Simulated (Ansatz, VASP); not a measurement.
One calculation of ZrN, two programs

```
Zr N
1.0
     0.00000    2.28423    2.28423
     2.28423    0.00000    2.28423
     2.28423    2.28423    0.00000
Zr N
1 1
Direct
  0.00000 0.00000 0.00000
  0.50000 0.50000 0.50000
```

Alike in both runs: task single point; functional PBE; k mesh 9 × 9 × 9; occupations fermi-dirac, width 0.01 eV; non-collinear spin, spin-orbit coupling.

```csv
,VASP,Ansatz
version,VASP 6.6.1,Ansatz 0.2.0
potentials or method,"VASP PAW PBE potentials, release 64 (Zr_sv, N), cutoff 600 eV",all-electron LAPW
```

Ansatz gave:

| Item | Value |
| --- | --- |
| pressure (GPa) | 4.5 |
| net moment per atom (μB) | 0.00 |

Task: What did VASP give for the same quantities?

Result: Pressure (GPa): 4.6; net moment per atom (μB): 0.00.

Ansatz ran all-electron here, and VASP with PAW potentials.
